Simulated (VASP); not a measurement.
# C in VASP: single point with PBE+D3(BJ)

Aim: the single point of C with PBE+D3(BJ).

Everything below comes from runs of VASP 6.6.1. Logs are shortened: lines on timing, memory, paths and dates and some standing lists are left out, and cuts for length are marked.

### Step 1. The cell of the first run

The cell holds a slab with vacuum, 2 atoms: a = 2.465 Å, b = 2.465 Å, c = 26.000 Å, α = 90.00°, β = 90.00°, γ = 120.01°.

### Step 2. Single point, PBE+D3(BJ) (atoms taken out)

The input, INCAR:

```
ALGO = Normal
DIPOL = 0.5 0.5 0.500
EDIFF = 1E-6
ENCUT = 520
GGA = PE
IDIPOL = 3
ISIF = 2
ISMEAR = 0
IVDW = 12
LASPH = True
LCHARG = True
LDIPOL = True
LELF = True
LREAL = False
LVACPOTAV = True
LVHAR = True
LWAVE = False
NBANDS = 11
NELM = 80
PREC = Accurate
SIGMA = 0.1
```

The input, KPOINTS:

```
k-points
0
Gamma
  8 8 1
```

The input, POSCAR:

```
C
1.0
    2.4654952786      0.0000000000      0.0000000000
   -1.2327476393      2.1341560297      0.0000000000
    0.0000000000      0.0000000000     26.0000000000
C
2
Direct
    0.0833104418      0.1666208835      0.5000000000
    0.4166895582      0.8333791165      0.5000000000
```

Potentials or basis: VASP PAW PBE potentials, release 64 (C).

Command:

```sh
$ cat potpaw_PBE.64/C/POTCAR > POTCAR
$ mpirun -np 1 vasp_std > vasp.out
```

OUTCAR:

```text
EDIFF = 1E-6
   ENCUT = 520
   GGA = PE
   ISIF = 2
   ISMEAR = 0
   IVDW = 12
   LASPH = True
   LREAL = False
   NELM = 80
   PREC = Accurate
 IVDW          = 12

 ion  position               nearest neighbor table
   1  0.083  0.167  0.500-   2 1.42   2 1.42   2 1.42
   2  0.417  0.833  0.500-   1 1.42   1 1.42   1 1.42

  Warning from LATTYP: Monoclinic adjustment (A1->A3, A2->A1, A3->A2)!
  LATTYP: Found a base centered orthorhombic cell.
 ALAT       =     2.4654952786
 B/A-ratio  =     1.7312189143
 C/A-ratio  =    10.5455484850

  Lattice vectors:

 A1 = (   1.2327476393,  -2.1341560297,   0.0000000000)
 A2 = (   1.2327476393,   2.1341560297,   0.0000000000)
 A3 = (   0.0000000000,   0.0000000000,  26.0000000000)

Analysis of symmetry for initial positions (statically):
=====================================================================
 Subroutine PRICEL returns:
 Original cell was already a primitive cell.

 Routine SETGRP: Setting up the symmetry group for a
 base centered orthorhombic supercell.

 Subroutine GETGRP returns: Found  8 space group operations
 (whereof  4 operations were pure point group operations)
 out of a pool of  8 trial point group operations.

The static configuration has the point symmetry C_2v.
 The point group associated with its full space group is D_2h.

Analysis of symmetry for dynamics (positions and initial velocities):
=====================================================================
 Subroutine PRICEL returns:
 Original cell was already a primitive cell.

 Routine SETGRP: Setting up the symmetry group for a
 base centered orthorhombic supercell.

 Subroutine GETGRP returns: Found  8 space group operations
 (whereof  4 operations were pure point group operations)
 out of a pool of  8 trial point group operations.

The dynamic configuration has the point symmetry C_2v.
 The point group associated with its full space group is D_2h.

 Subroutine INISYM returns: Found  8 space group operations
 (whereof  4 operations are pure point group operations),
 and found     1 'primitive' translations

----------------------------------------------------------------------------------------

                                     Primitive cell

  volume of cell :     136.8055

  direct lattice vectors                    reciprocal lattice vectors
     2.465495279  0.000000000  0.000000000     0.405598019  0.234284651  0.000000000
    -1.232747639  2.134156030  0.000000000     0.000000000  0.468569301  0.000000000
     0.000000000  0.000000000 26.000000000     0.000000000  0.000000000  0.038461538

  length of vectors
     2.465495279  2.464607210 26.000000000     0.468400523  0.468569301  0.038461538

  position of ions in fractional coordinates (direct lattice)
     0.083310442  0.166620884  0.500000000
     0.416689558  0.833379116  0.500000000

  ion indices of the primitive-cell ions
   primitive index   ion index
                 1           1
                 2           2

----------------------------------------------------------------------------------------

 KPOINTS: k-points

Automatic generation of k-mesh.
 Grid dimensions read from file:
 generate k-points for:    8    8    1

 Generating k-lattice:

  Cartesian coordinates                     Fractional coordinates (reciprocal lattice)
     0.050699752  0.029285581  0.000000000     0.125000000  0.000000000  0.000000000
     0.000000000  0.058571163  0.000000000     0.000000000  0.125000000  0.000000000
     0.000000000  0.000000000  0.038461538     0.000000000  0.000000000  1.000000000

  Length of vectors
     0.058550065  0.058571163  0.038461538

  Shift w.r.t. Gamma in fractional coordinates (k-lattice)
     0.000000000  0.000000000  0.000000000

 Subroutine IBZKPT returns following result:
 ===========================================

 Found     21 irreducible k-points:

 Following reciprocal coordinates:
            Coordinates               Weight
  0.000000  0.000000  0.000000      1.000000
  0.125000  0.000000  0.000000      4.000000
  0.250000  0.000000  0.000000      4.000000
  0.375000  0.000000  0.000000      4.000000
  0.500000  0.000000  0.000000      2.000000
  0.000000  0.125000  0.000000      2.000000
[... 13 lines left out ...]
  0.250000  0.375000  0.000000      2.000000
  0.000000  0.500000  0.000000      1.000000
   k-points           NKPTS =     21   k-points in BZ     NKDIM =     21   number of bands    NBANDS=     11
   number of dos      NEDOS =    301   number of ions     NIONS =      2
   total plane-waves  NPLWV =  63504
   dimension x,y,z NGX =    18 NGY =   18 NGZ =  196
   dimension x,y,z NGXF=    36 NGYF=   36 NGZF=  392
   ions per type =               2
   NGX,Y,Z   is equivalent  to a cutoff of  12.14, 12.14, 12.53 a.u.
   NGXF,Y,Z  is equivalent  to a cutoff of  24.27, 24.28, 25.06 a.u.
 SYSTEM =  unknown system
   PREC   = accura    normal or accurate (medium, high low for compatibility)
   ISTART =      0    job   : 0-new  1-cont  2-samecut
   ICHARG =      2    charge: 1-file 2-atom 10-const
   ISPIN  =      1    spin polarized calculation?
   LNONCOLLINEAR =      F non collinear calculations
   LSORBIT =      F    spin-orbit coupling
   LASPH  =      T    aspherical Exc in radial PAW
   ENCUT  =  520.0 eV  38.22 Ry    6.18 a.u.   4.58  4.58 48.34*2*pi/ulx,y,z
   NELM   =     80;   NELMIN=  2; NELMDL= -5     # of ELM steps
   EDIFF  = 0.1E-05   stopping-criterion for ELM
   LREAL  =      F    real-space projection
   EDIFFG = 0.1E-04   stopping-criterion for IOM
   NSW    =      0    number of steps for IOM
   IBRION =     -1    ionic relax: 0-MD 1-quasi-New 2-CG
   NFREE  =      0    steps in history (QN), initial steepest desc. (CG)
   ISIF   =      2    stress and relaxation
   ISYM   =      2    0-nonsym 1-usesym 2-fastsym
   POTIM  = 0.5000    time-step for ionic-motion
   TEBEG  =    0.0;   TEEND  =   0.0 temperature during run
   PSTRESS=    0.0 pullay stress
   NELECT =       8.0000    total number of electrons
   NUPDOWN=      -1.0000    fix difference up-down
   EMIN   =  10.00;   EMAX   =-10.00  energy-range for DOS
   EFERMI =   0.00;   METHOD = LEGACY
   ISMEAR =     0;   SIGMA  =   0.10  broadening in eV -4-tet -1-fermi 0-gaus
   EFERMI_NEDOS =   21; number of points for ismear=-14 and -15
   IALGO  =     38    algorithm
   IMIX   =      4    mixing-type and parameters
     AMIX     =   0.40;   BMIX     =  1.00
     AMIX_MAG =   1.60;   BMIX_MAG =  1.00
  volume/ion in A,a.u.               =      68.40       461.60
  Fermi-wavevector in a.u.,A,eV,Ry     =   0.635434  1.200796  5.493706  0.403776
  Thomas-Fermi vector in A             =   1.699766
   LORBIT       =      0    0 simple, 1 ext, 2 COOP (PROOUT), +10 PAW based schemes
   GGA     = PE    functional components
   LHFCALC =     F    Hartree Fock is set to
   AEXX    =    0.0000 exact exchange contribution
   IVDW    =    12    specifies the selected vdW correction
   LEPSILON=     F    determine dielectric tensor
   LRPA    =     F    only Hartree local field effects (RPA)
 non-spin polarized calculation
 Gauss-broadening in eV      SIGMA  =   0.10
  energy-cutoff  :      520.00
  volume of cell :      136.81
 maximum number of plane-waves:      3732
   NGX =  9   NGY =  9   NGZ = 97

 number of electron       7.9999997 magnetization

 dipolmoment           0.000000      0.000000     -0.000000 electrons x Angstroem

 Free energy of the ion-electron system (eV)
  ---------------------------------------------------
  ext. energy  EPLUGINS =         0.00000000
  ---------------------------------------------------
  free energy    TOTEN  =       -18.45108009 eV

  energy without entropy =      -18.45108009  energy(sigma->0) =      -18.45108009

 E-fermi :  -3.5932     XC(G=0):  -1.6768

 val. band max:       -4.1050688663   @ k =   0.2500   0.3750   0.0000
 cond. band min:      -2.1356541497   @ k =   0.2500   0.3750   0.0000
 fundamental gap:      1.9694147167
 Fermi energy:        -3.5932209646

 k-point     1 :       0.0000    0.0000    0.0000
  band No.  band energies     occupation
      1     -22.6166      2.00000
      2     -10.7098      2.00000
      3      -6.1329      2.00000
      4      -6.1250      2.00000
      5       0.1737      0.00000
      6       0.9450      0.00000
      7       1.2095      0.00000
      8       1.6743      0.00000
      9       1.9651      0.00000
     10       2.8632      0.00000
     11       3.2640      0.00000

 k-point     2 :       0.1250    0.0000    0.0000
  band No.  band energies     occupation
      1     -22.2478      2.00000
      2     -10.2701      2.00000
      3      -7.5139      2.00000
      4      -6.8301      2.00000
      5       0.6750      0.00000
      6       1.4534      0.00000
      7       1.7245      0.00000
      8       2.1865      0.00000
      9       2.4772      0.00000
     10       3.3728      0.00000
     11       3.7721      0.00000

 k-point     3 :       0.2500    0.0000    0.0000
  band No.  band energies     occupation
      1     -21.1506      2.00000
      2     -10.5214      2.00000
      3      -8.9811      2.00000
      4      -8.1381      2.00000
      5       2.1765      0.00000
      6       2.9616      0.00000
      7       3.2696      0.00000
      8       3.7079      0.00000
      9       4.0114      0.00000
     10       4.1877      0.00000
     11       4.9458      0.00000

 k-point     4 :       0.3750    0.0000    0.0000
  band No.  band energies     occupation
      1     -19.3631      2.00000
      2     -13.7997      2.00000
      3      -9.1445      2.00000
      4      -7.0008      2.00000
      5       0.7069      0.00000
      6       4.4312      0.00000
      7       4.7354      0.00000
      8       5.5140      0.00000
      9       5.8457      0.00000
     10       6.2819      0.00000
     11       6.5780      0.00000

 k-point     5 :       0.5000    0.0000    0.0000
  band No.  band energies     occupation
      1     -17.3717      2.00000
      2     -16.3316      2.00000
      3      -9.5064      2.00000
      4      -5.4477      2.00000
      5      -1.4064      0.00000
      6       4.3011      0.00000
      7       8.0286      0.00000
      8       8.1824      0.00000
      9       8.8697      0.00000
     10       9.0640      0.00000
     11       9.4477      0.00000
[... 169 lines left out ...]
 k-point    18 :       0.0000    0.3750    0.0000
  band No.  band energies     occupation
      1     -19.3605      2.00000
      2     -13.7948      2.00000
      3      -9.1539      2.00000
      4      -6.9980      2.00000
      5       0.7106      0.00000
      6       4.4180      0.00000
      7       4.7346      0.00000
      8       5.5171      0.00000
      9       5.8490      0.00000
     10       6.2851      0.00000
     11       6.5813      0.00000

 k-point    19 :       0.1250    0.3750    0.0000
  band No.  band energies     occupation
      1     -18.0000      2.00000
      2     -15.1027      2.00000
      3     -10.5277      2.00000
      4      -5.6483      2.00000
      5      -0.8484      0.00000
      6       5.8578      0.00000
      7       6.6554      0.00000
      8       7.4203      0.00000
      9       7.9092      0.00000
     10       8.2864      0.00000
     11       8.6224      0.00000

 k-point    20 :       0.2500    0.3750    0.0000
  band No.  band energies     occupation
      1     -16.4177      2.00000
      2     -15.5445      2.00000
      3     -12.8356      2.00000
      4      -4.1051      2.00000
      5      -2.1357      0.00000
      6       7.8288      0.00000
      7       9.0132      0.00000
      8       9.2163      0.00000
      9       9.5488      0.00000
     10      10.5957      0.00000
     11      10.9868      0.00000

 k-point    21 :       0.0000    0.5000    0.0000
  band No.  band energies     occupation
      1     -17.3653      2.00000
      2     -16.3305      2.00000
      3      -9.5161      2.00000
      4      -5.4433      2.00000
      5      -1.4038      0.00000
      6       4.2829      0.00000
      7       8.0347      0.00000
      8       8.1879      0.00000
      9       8.8733      0.00000
     10       9.0699      0.00000
     11       9.4559      0.00000

------------------------ aborting loop because EDIFF is reached ----------------------------------------

 Edisp (eV)   -0.17719

 E8    (eV) :    -0.0555

  FORCE on cell =-STRESS in cart. coord.  units (eV):
  Direction    XX          YY          ZZ          XY          YZ          ZX
  --------------------------------------------------------------------------------------
  -------------------------------------------------------------------------------------
  Total       0.10438     0.14874    -0.01071     0.00000     0.00000     0.00000
  in kB       1.22239     1.74195    -0.12542     0.00000     0.00000     0.00000
  external pressure =        0.95 kB  Pullay stress =        0.00 kB

 VOLUME and BASIS-vectors are now :
 -----------------------------------------------------------------------------
  energy-cutoff  :      520.00
  volume of cell :      136.81
      direct lattice vectors                 reciprocal lattice vectors
     2.465495279  0.000000000  0.000000000     0.405598019  0.234284651  0.000000000
    -1.232747639  2.134156030  0.000000000     0.000000000  0.468569301  0.000000000
     0.000000000  0.000000000 26.000000000     0.000000000  0.000000000  0.038461538

 POSITION                                       TOTAL-FORCE (eV/Angst)
 -----------------------------------------------------------------------------------
      0.00000      0.35559     13.00000         0.000000      0.004659      0.000000
     -0.00000      1.77856     13.00000         0.000000     -0.004659      0.000000
 -----------------------------------------------------------------------------------
    total drift:                                0.000000     -0.000000     -0.000000

  FREE ENERGIE OF THE ION-ELECTRON SYSTEM (eV)
  ---------------------------------------------------
  free  energy   TOTEN  =       -18.6282673794 eV

  energy  without entropy=      -18.6282673794  energy(sigma->0) =      -18.62826738

 vacuum level on the upper side and lower side of the slab         1.156         1.156
```

It took 57 s on 1 thread of Intel Xeon 6975P-C (Granite Rapids), shared host; peak memory 0.23 GiB.

Results:

- Free energy: -18.6283 eV
- Largest force: 0.005 eV/Å
- Dispersion energy per atom: -0.089 eV

Forces in eV/Å, atoms in the order of the input:
```
C    0.000  0.005  0.000
C    0.000 -0.005  0.000
```

Caveat: the cell differs from its parent crystal (atoms taken out).
